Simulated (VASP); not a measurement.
**Ir: single point with PBE**

Crystal: Ir.

```
Ir
1.0
     0.00000    1.91970    1.91970
     1.91970    0.00000    1.91970
     1.91970    1.91970    0.00000
Ir
1
Cartesian
  0.0000 0.0000 0.0000
```

* Program: VASP 6.6.1
* Task: single point
* Functional: PBE
* Potentials or basis: VASP PAW PBE potentials, release 64 (Ir)
* Cutoff: 520 eV
* k mesh: 15 × 15 × 15
* Occupations: fermi-dirac, width 0.05 eV
* Spin: no spin polarisation

| Item | Value |
| --- | --- |
| Pressure | 9.5 GPa |

Levels at points of the mesh, in eV from the Fermi level:
```
           k point  band 2  band 3  band 4  band 5  band 6  band 7
(0.00, 0.00, 0.00)   -3.94   -3.94   -3.94   -1.25   -1.25   14.28
```

It took 27 s on 1 thread of Intel Xeon 8259CL, with other jobs on the host, peak memory 0.11 GiB.

Caveat: spin-orbit coupling is left out, which moves the levels of the heavy elements.
